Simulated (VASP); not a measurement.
# Ga2Te3O (P6/mmm) in VASP: notebook, part 2 of 2

VASP 6.6.1. The steps go on from the part before.

**4. Single point, PBE**

This run uses another cell than the first one, of 40.10 Å³/atom.

Input file INCAR:

```
SYSTEM = Ga2Te3O
  ALGO = Normal
  EDIFF = 1E-6
  ENCUT = 520
  GGA = PE
  ISIF = 2
  ISMEAR = 0
  LASPH = .True.
  LCHARG = .False.
  LREAL = .False.
  LWAVE = .False.
  NBANDS = 34
  NELM = 60
  PREC = Accurate
  SIGMA = 0.1
```

Input file KPOINTS:

```
k-points
0
Gamma
  6 6 14
  0 0 0
```

Input file POSCAR:

```
Ga2Te3O
1.0
    9.9320149052      0.0000000000      0.0000000000
   -4.9660074526      8.6013772187      0.0000000000
    0.0000000000      0.0000000000      2.8160669902
Ga Te O
2 3 1
Direct
    0.3333333333      0.6666666667      0.0000000000
    0.6666666667      0.3333333333      0.0000000000
    0.5000000000      0.0000000000      0.0000000000
    0.0000000000      0.5000000000      0.0000000000
    0.5000000000      0.5000000000      0.0000000000
    0.0000000000      0.0000000000      0.0000000000
```

Potentials or basis: VASP PAW PBE potentials, release 64 (Ga_d, Te, O).

Run with:

```bash
> cat potpaw_PBE.64/Ga_d/POTCAR potpaw_PBE.64/Te/POTCAR potpaw_PBE.64/O/POTCAR > POTCAR
> mpirun -np 1 vasp_std > vasp.out
```

OUTCAR:

```text
SYSTEM = Ga2Te3O
   EDIFF = 1E-6
   ENCUT = 520
   GGA = PE
   ISIF = 2
   ISMEAR = 0
   LASPH = .True.
   LREAL = .False.
   NELM = 60
   PREC = Accurate

 ion  position               nearest neighbor table
   1  0.333  0.667  0.000-   4 2.87   3 2.87   5 2.87
   2  0.667  0.333  0.000-   4 2.87   3 2.87   5 2.87
   3  0.500  0.000  0.000-   1 2.87   2 2.87
   4  0.000  0.500  0.000-   1 2.87   2 2.87
   5  0.500  0.500  0.000-   1 2.87   2 2.87
   6  0.000  0.000  0.000-

  LATTYP: Found a hexagonal cell.
 ALAT       =     9.9320149052
 C/A-ratio  =     0.2835343097

  Lattice vectors:

 A1 = (   9.9320149052,   0.0000000000,   0.0000000000)
 A2 = (  -4.9660074526,   8.6013772187,   0.0000000000)
 A3 = (   0.0000000000,   0.0000000000,   2.8160669902)

Analysis of symmetry for initial positions (statically):
=====================================================================
 Subroutine PRICEL returns:
 Original cell was already a primitive cell.

 Routine SETGRP: Setting up the symmetry group for a
 hexagonal supercell.

 Subroutine GETGRP returns: Found 24 space group operations
 (whereof 24 operations were pure point group operations)
 out of a pool of 24 trial point group operations.

The static configuration has the point symmetry D_6h.

Analysis of symmetry for dynamics (positions and initial velocities):
=====================================================================
 Subroutine PRICEL returns:
 Original cell was already a primitive cell.

 Routine SETGRP: Setting up the symmetry group for a
 hexagonal supercell.

 Subroutine GETGRP returns: Found 24 space group operations
 (whereof 24 operations were pure point group operations)
 out of a pool of 24 trial point group operations.

The dynamic configuration has the point symmetry D_6h.

 Subroutine INISYM returns: Found 24 space group operations
 (whereof 24 operations are pure point group operations),
 and found     1 'primitive' translations

----------------------------------------------------------------------------------------

                                     Primitive cell

  volume of cell :     240.5738

  direct lattice vectors                    reciprocal lattice vectors
     9.932014905  0.000000000  0.000000000     0.100684505  0.058130226  0.000000000
    -4.966007453  8.601377219  0.000000000     0.000000000  0.116260452  0.000000000
     0.000000000  0.000000000  2.816066990     0.000000000  0.000000000  0.355105189

  length of vectors
     9.932014905  9.932014905  2.816066990     0.116260452  0.116260452  0.355105189

  position of ions in fractional coordinates (direct lattice)
     0.333333333  0.666666667  0.000000000
     0.666666667  0.333333333  0.000000000
     0.500000000  0.000000000  0.000000000
     0.000000000  0.500000000  0.000000000
     0.500000000  0.500000000  0.000000000
     0.000000000  0.000000000  0.000000000

  ion indices of the primitive-cell ions
   primitive index   ion index
                 1           1
                 2           2
                 3           3
                 4           4
                 5           5
                 6           6

[... 28 lines left out ...]
  0.000000  0.000000  0.000000      1.000000
  0.166667  0.000000  0.000000      6.000000
  0.333333  0.000000  0.000000      6.000000
  0.500000  0.000000  0.000000      3.000000
  0.166667  0.166667  0.000000      6.000000
  0.333333  0.166667  0.000000     12.000000
[... 16 lines left out ...]
  0.166667  0.000000  0.214286     12.000000
  0.333333  0.000000  0.214286     12.000000
 [... further k-points ...]
   k-points           NKPTS =     56   k-points in BZ     NKDIM =     56   number of bands    NBANDS=     34
   number of dos      NEDOS =    301   number of ions     NIONS =      6
   total plane-waves  NPLWV = 153600
   dimension x,y,z NGX =    80 NGY =   80 NGZ =   24
   dimension x,y,z NGXF=   160 NGYF=  160 NGZF=   48
   ions per type =               2   3   1
   NGX,Y,Z   is equivalent  to a cutoff of  13.39, 13.39, 14.17 a.u.
   NGXF,Y,Z  is equivalent  to a cutoff of  26.78, 26.78, 28.34 a.u.
 SYSTEM =  Ga2Te3O
   PREC   = accura    normal or accurate (medium, high low for compatibility)
   ISTART =      0    job   : 0-new  1-cont  2-samecut
   ICHARG =      2    charge: 1-file 2-atom 10-const
   ISPIN  =      1    spin polarized calculation?
   LNONCOLLINEAR =      F non collinear calculations
   LSORBIT =      F    spin-orbit coupling
   LASPH  =      T    aspherical Exc in radial PAW
   ENCUT  =  520.0 eV  38.22 Ry    6.18 a.u.  18.47 18.47  5.24*2*pi/ulx,y,z
   NELM   =     60;   NELMIN=  2; NELMDL= -5     # of ELM steps
   EDIFF  = 0.1E-05   stopping-criterion for ELM
   LREAL  =      F    real-space projection
   EDIFFG = 0.1E-04   stopping-criterion for IOM
   NSW    =      0    number of steps for IOM
   IBRION =     -1    ionic relax: 0-MD 1-quasi-New 2-CG
   NFREE  =      0    steps in history (QN), initial steepest desc. (CG)
   ISIF   =      2    stress and relaxation
   ISYM   =      2    0-nonsym 1-usesym 2-fastsym
   POTIM  = 0.5000    time-step for ionic-motion
   TEBEG  =    0.0;   TEEND  =   0.0 temperature during run
   PSTRESS=    0.0 pullay stress
   NELECT =      50.0000    total number of electrons
   NUPDOWN=      -1.0000    fix difference up-down
   EMIN   =  10.00;   EMAX   =-10.00  energy-range for DOS
   EFERMI =   0.00;   METHOD = LEGACY
   ISMEAR =     0;   SIGMA  =   0.10  broadening in eV -4-tet -1-fermi 0-gaus
   EFERMI_NEDOS =   21; number of points for ismear=-14 and -15
   IALGO  =     38    algorithm
   IMIX   =      4    mixing-type and parameters
     AMIX     =   0.40;   BMIX     =  1.00
     AMIX_MAG =   1.60;   BMIX_MAG =  1.00
  volume/ion in A,a.u.               =      40.10       270.58
  Fermi-wavevector in a.u.,A,eV,Ry     =   0.969725  1.832515 12.794472  0.940367
  Thomas-Fermi vector in A             =   2.099802
   LORBIT       =      0    0 simple, 1 ext, 2 COOP (PROOUT), +10 PAW based schemes
   GGA     = PE    functional components
   LHFCALC =     F    Hartree Fock is set to
   AEXX    =    0.0000 exact exchange contribution
   IVDW    =     0    specifies the selected vdW correction
   LEPSILON=     F    determine dielectric tensor
   LRPA    =     F    only Hartree local field effects (RPA)
 non-spin polarized calculation
 Gauss-broadening in eV      SIGMA  =   0.10
  energy-cutoff  :      520.00
  volume of cell :      240.57
 maximum number of plane-waves:      6516
 NGX is ok and might be reduce to    80
   NGX = 37   NGY = 37   NGZ = 11

 number of electron      49.9999991 magnetization

 Free energy of the ion-electron system (eV)
  ---------------------------------------------------
  ext. energy  EPLUGINS =         0.00000000
  ---------------------------------------------------
  free energy    TOTEN  =       -16.07801145 eV

  energy without entropy =      -16.02323309  energy(sigma->0) =      -16.05062227

 E-fermi :   0.7949     XC(G=0):  -7.0689

 val. band max:        0.7942274958   @ k =   0.1667   0.0000   0.3571
 cond. band min:       0.7959187218   @ k =   0.0000   0.0000   0.3571
 fundamental gap:      0.0016912261
 Fermi energy:         0.7949221991

 k-point     1 :       0.0000    0.0000    0.0000
  band No.  band energies     occupation
      1     -14.4007      2.00000
      2     -14.0957      2.00000
      3     -14.0886      2.00000
      4     -14.0108      2.00000
      5     -14.0108      2.00000
      6     -13.9854      2.00000
[... 877 lines left out ...]
     33       5.8397      0.00000
     34       6.3189      0.00000

 [... further k-points ...]

------------------------ aborting loop because EDIFF is reached ----------------------------------------

  FORCE on cell =-STRESS in cart. coord.  units (eV):
  Direction    XX          YY          ZZ          XY          YZ          ZX
  --------------------------------------------------------------------------------------
  -------------------------------------------------------------------------------------
  Total       -0.0095495     -0.0095495      0.0113179      0.0000000     -0.0000000      0.0000000
  in kB       -0.0635980     -0.0635980      0.0753751      0.0000000     -0.0000000      0.0000000
  external PRESSURE =      -0.0172736 kB  Pullay stress =       0.0000000 kB

 VOLUME and BASIS-vectors are now :
 -----------------------------------------------------------------------------
  energy-cutoff  :      520.00
  volume of cell :      240.57
      direct lattice vectors                 reciprocal lattice vectors
     9.932014905  0.000000000  0.000000000     0.100684505  0.058130226  0.000000000
    -4.966007453  8.601377219  0.000000000     0.000000000  0.116260452  0.000000000
     0.000000000  0.000000000  2.816066990     0.000000000  0.000000000  0.355105189

 POSITION                                       TOTAL-FORCE (eV/Angst)
 -----------------------------------------------------------------------------------
     -0.00000      5.73425      0.00000         0.000000      0.000000      0.000000
      4.96601      2.86713      0.00000        -0.000000      0.000000     -0.000000
      4.96601      0.00000      0.00000        -0.000000     -0.000000     -0.000000
     -2.48300      4.30069      0.00000        -0.000000     -0.000000     -0.000000
      2.48300      4.30069      0.00000        -0.000000     -0.000000     -0.000000
      0.00000      0.00000      0.00000        -0.000000     -0.000000     -0.000000
 -----------------------------------------------------------------------------------
    total drift:                               -0.000000      0.000000     -0.000000

  FREE ENERGIE OF THE ION-ELECTRON SYSTEM (eV)
  ---------------------------------------------------
  free  energy   TOTEN  =       -16.0780114550 eV

  energy  without entropy=      -16.0232330935  energy(sigma->0) =      -16.05062227
```

Wall time 5.7 min (1 thread of Intel Xeon 6975P-C (Granite Rapids), shared host); peak memory 0.67 GiB.

What came out:

```yaml
Free_energy: -16.0780 eV
Pressure: 0.0 GPa
Band_gap_on_the_k_mesh: zero (bands 25 and 26 overlap by 1.27 eV)
```

Caveat: spin-orbit coupling is left out, which moves the levels of the heavy elements.

**5. The runs side by side**

```tsv
task	cell	k mesh	cutoff (eV)	gap on the mesh (eV)	pressure (GPa)	relaxed volume (Å³/atom)
relaxation of cell and atoms	relaxed from a = 6.200, b = 6.200, c = 5.178 Å, angles 90.0, 90.0, 120.0°, 6 atoms	3 × 3 × 4	600	none	0.0	36.13
relaxation of cell and atoms	relaxed from a = 9.219, b = 9.219, c = 3.119 Å, angles 90.0, 90.0, 120.0°, 6 atoms	3 × 3 × 6	600	none	0.0	40.32
single point	a = 9.932, b = 9.932, c = 2.816 Å, angles 90.0, 90.0, 120.0°, 6 atoms	6 × 6 × 14	520	none	0.0	-
```

Alike in all rows: level PBE; potentials or basis VASP PAW PBE potentials, release 64 (Ga_d, Te, O); no spin polarisation; smearing gaussian 0.1 eV.

Caveats: some runs use coarse meshes; spin-orbit coupling is left out, which moves the levels of the heavy elements; the volume moved by over 15 % at a fixed basis, so the end points are rough (at least some runs).

Absolute energies hang on the potentials; compare differences alone.

The gap in the log of VASP goes by the Fermi energy; the results here count the filled bands.